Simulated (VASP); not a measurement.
# SnTe (P4/mmm) in VASP: further runs, part 2 of 2

VASP 6.6.1. The steps go on from the part before.

**4. Relaxation of cell and atoms, PBE**

The input, INCAR:

```
SYSTEM = SnTe
ALGO = Normal
EDIFF = 1E-7
EDIFFG = -0.02
ENCUT = 600
GGA = PE
IBRION = 2
ISIF = 3
ISMEAR = 0
LASPH = .TRUE.
LCHARG = .FALSE.
LREAL = .FALSE.
LWAVE = .FALSE.
NELM = 80
NSW = 80
PREC = Accurate
SIGMA = 0.02
```

The input, KPOINTS:

```
k-points
0
G
  6 6 6
  0 0 0
```

The input, POSCAR:

```
SnTe
1.0
    3.8323416548      0.0000000000      0.0000000000
    0.0000000000      3.8323416548      0.0000000000
    0.0000000000      0.0000000000      4.0322246314
Sn Te
1 1
Direct
    0.0000000000      0.0000000000      0.0000000000
    0.5000000000      0.5000000000      0.5000000000
```

Potentials or basis: VASP PAW PBE potentials, release 64 (Sn_d, Te).

Started as:

```
cat potpaw_PBE.64/Sn_d/POTCAR potpaw_PBE.64/Te/POTCAR > POTCAR
mpirun -np 1 vasp_std > vasp.out
```

OUTCAR:

```text
SYSTEM = SnTe
   EDIFF = 1E-7
   EDIFFG = -0.02
   ENCUT = 600
   GGA = PE
   IBRION = 2
   ISIF = 3
   ISMEAR = 0
   LASPH = .TRUE.
   LREAL = .FALSE.
   NELM = 80
   NSW = 80
   PREC = Accurate

 ion  position               nearest neighbor table
   1  0.000  0.000  0.000-   2 3.38   2 3.38   2 3.38   2 3.38   2 3.38   2 3.38   2 3.38   2 3.38

   2  0.500  0.500  0.500-   1 3.38   1 3.38   1 3.38   1 3.38   1 3.38   1 3.38   1 3.38   1 3.38

  LATTYP: Found a simple tetragonal cell.
 ALAT       =     3.8323416548
 C/A-ratio  =     1.0521568781

  Lattice vectors:

 A1 = (   3.8323416548,   0.0000000000,   0.0000000000)
 A2 = (   0.0000000000,   3.8323416548,   0.0000000000)
 A3 = (   0.0000000000,   0.0000000000,   4.0322246314)

Analysis of symmetry for initial positions (statically):
=====================================================================
 Subroutine PRICEL returns:
 Original cell was already a primitive cell.

 Routine SETGRP: Setting up the symmetry group for a
 simple tetragonal supercell.

 Subroutine GETGRP returns: Found 16 space group operations
 (whereof 16 operations were pure point group operations)
 out of a pool of 16 trial point group operations.

The static configuration has the point symmetry D_4h.

Analysis of symmetry for dynamics (positions and initial velocities):
=====================================================================
[... 447 lines left out ...]

 number of electron      19.9999996 magnetization

 Free energy of the ion-electron system (eV)
  ---------------------------------------------------
  ext. energy  EPLUGINS =         0.00000000
  ---------------------------------------------------
  free energy    TOTEN  =        -7.08475440 eV

  energy without entropy =       -7.08441858  energy(sigma->0) =       -7.08458649

 E-fermi :   7.0653     XC(G=0):  -9.8812

 val. band max:        7.0553692446   @ k =   0.5000   0.3333   0.5000
 cond. band min:       7.0750682042   @ k =   0.5000   0.3333   0.5000
 fundamental gap:      0.0196989596
 Fermi energy:         7.0652856612

 k-point     1 :       0.0000    0.0000    0.0000
  band No.  band energies     occupation
      1     -14.5640      2.00000
      2     -14.5584      2.00000
      3     -14.5268      2.00000
      4     -14.5208      2.00000
      5     -14.5208      2.00000
      6      -5.2407      2.00000
      7       1.7611      2.00000
      8       5.3024      2.00000
      9       5.3024      2.00000
     10       5.4471      2.00000
     11      10.6202      0.00000
     12      10.6981      0.00000
     13      12.4152      0.00000
     14      12.4714      0.00000
[... 377 lines left out ...]
      1     -14.5469      2.00000
      2     -14.5434      2.00000
      3     -14.5356      2.00000
      4     -14.5278      2.00000
      5     -14.5149      2.00000
      6      -3.4895      2.00000
      7      -0.0740      2.00000
      8       3.0486      2.00000
      9       3.6007      2.00000
     10       7.1919      0.00000
     11       9.9940      0.00000
     12      10.0975      0.00000
     13      10.4272      0.00000
     14      13.9016      0.00000

 [... further k-points ...]
[... 5 lines left out ...]
  --------------------------------------------------------------------------------------
  -------------------------------------------------------------------------------------
  Total       -0.0381842     -0.0381842      0.0203240      0.0000000      0.0000000      0.0000000
  in kB       -1.0298087     -1.0298087      0.5481288      0.0000000      0.0000000      0.0000000
  external PRESSURE =      -0.5038295 kB  Pullay stress =       0.0000000 kB
[... 17 lines left out ...]
  FREE ENERGIE OF THE ION-ELECTRON SYSTEM (eV)
  ---------------------------------------------------
  free  energy   TOTEN  =        -7.0847544047 eV

  energy  without entropy=       -7.0844185779  energy(sigma->0) =       -7.08458649

 reached required accuracy - stopping structural energy minimisation
```

Wall time 60 s (1 thread of Intel Xeon 6975P-C (Granite Rapids), shared host); peak memory 0.21 GiB.

Results:

```yaml
Free_energy: -7.0848 eV
Relaxed_volume: 29.70 Å³/atom
Relaxed_cell: a = 3.915 Å, b = 3.915 Å, c = 3.877 Å, α = 90.00°, β = 90.00°, γ = 90.00°
Space_group_after_relaxing_to_0.05_Å: Pm-3m (No. 221)
Energy_gained_by_relaxing: 1.8 meV/atom
Ionic_steps: 9
Pressure_after_relaxing: -0.1 GPa
Band_gap_on_the_k_mesh: zero (band 10 reaches 7.52 eV, above the bottom of band 11 at 5.74 eV)
```

Stress tensor (GPa, compression positive):
```
-0.10  0.00  0.00
 0.00 -0.10  0.00
 0.00  0.00  0.05
```

Step by step:
```
step  energy change (eV)  largest force (eV/Å)  pressure (GPa)  volume (Å³)
   1              0.0000                0.0000            0.19        59.22
   2             -0.0009                0.0000           -0.06        59.51
   3             -0.0013                0.0000           -0.32        59.84
   4             -0.0017                0.0000           -0.30        59.81
   5             -0.0018                0.0000           -0.28        59.79
   6             -0.0019                0.0000           -0.24        59.75
   7             -0.0030                0.0000           -0.17        59.66
   8             -0.0036                0.0000           -0.07        59.47
   9             -0.0037                0.0000           -0.05        59.41
```

Final structure:
```xyz
2
Lattice="3.9145 0.0000 0.0000 0.0000 3.9145 0.0000 0.0000 0.0000 3.8768" Properties=species:S:1:pos:R:3 pbc="T T T"
Sn    0.0000    0.0000    0.0000
Te    1.9573    1.9573    1.9384
```

Caveat: spin-orbit coupling is left out, which moves the levels of the heavy elements.

**5. The runs side by side**

| task | cell | k mesh | cutoff (eV) | gap on the mesh (eV) | pressure (GPa) |
| --- | --- | --- | --- | --- | --- |
| single point | a = 3.832, b = 3.832, c = 4.032 Å, 2 atoms | 6 × 6 × 5 | 520 | none | 0.0 |
| single point | a = 3.891, b = 3.891, c = 3.923 Å, 2 atoms | 6 × 6 × 6 | 520 | none | 0.0 |
| relaxation of cell and atoms | relaxed from a = 3.832, b = 3.832, c = 4.032 Å, 2 atoms | 6 × 6 × 6 | 600 | none | -0.1 |

Alike in all rows: level PBE; potentials or basis VASP PAW PBE potentials, release 64 (Sn_d, Te); no spin polarisation; smearing gaussian 0.02 eV.

Caveats: spin-orbit coupling is left out, which moves the levels of the heavy elements.

Total energies depend on the potentials used, so only differences within one code and one set of settings carry meaning.
